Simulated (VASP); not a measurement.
TiB2: single point with PBE

TiB2:

```
Ti B
1.0
     2.95101    0.00000    0.00000
     0.00000    2.95101    0.00000
     0.00000    0.00000    3.48154
Ti B
1 2
Cartesian
  0.0000 0.0000 -0.0096
  0.0000 1.4755 1.7314
  1.4755 0.0000 1.7314
```

| Property | Result |
| --- | --- |
| Program | VASP 6.6.1 |
| Task | single point |
| Functional | PBE |
| Potentials or basis | VASP PAW PBE potentials, release 64 (Ti_sv, B) |
| Cutoff | 500 eV |
| k mesh | 6 × 6 × 6 |
| Occupations | gaussian, width 0.2 eV |
| Spin | no spin polarisation |

- Pressure: 0.3 GPa
- Largest force: 0.004 eV/Å
- Band gap on the k mesh: zero (band 9 reaches 8.58 eV, above the bottom of band 10 at 5.74 eV)

Forces on the atoms (eV/Å):
```
Ti   0.000  0.000  0.004
B    0.000  0.000 -0.002
B    0.000  0.000 -0.002
```

Stress tensor (GPa, compression positive):
```
0.37 0.00 0.00
0.00 0.37 0.00
0.00 0.00 0.23
```

Levels at points of the mesh, in eV from the Fermi level:
```
           k point  band 6  band 7  band 8  band 9  band 10  band 11  band 12  band 13
(0.00, 0.00, 0.00)   -1.43   -1.09   -1.01   -0.08    -0.08     2.44     2.44     3.58
(0.50, 0.00, 0.00)   -7.57   -2.21   -0.52    1.26     2.24     2.68     3.50     4.56
(0.50, 0.50, 0.00)   -5.39   -3.73   -3.73   -1.48    -1.48     2.46     4.13     5.43
(0.00, 0.00, 0.50)   -5.51   -1.87   -1.87   -1.29     1.62     3.65     4.87     5.82
(0.50, 0.00, 0.50)   -6.78   -2.52   -1.36   -0.05     2.22     2.41     3.70     4.24
(0.50, 0.50, 0.50)   -5.03   -4.26   -4.06   -0.72     0.80     0.80     2.96     4.27
```

Run time: 7 s on 1 thread of Intel(R) Xeon(R) 6975P-C (Granite Rapids), on a shared host, peak memory 0.15 GiB.
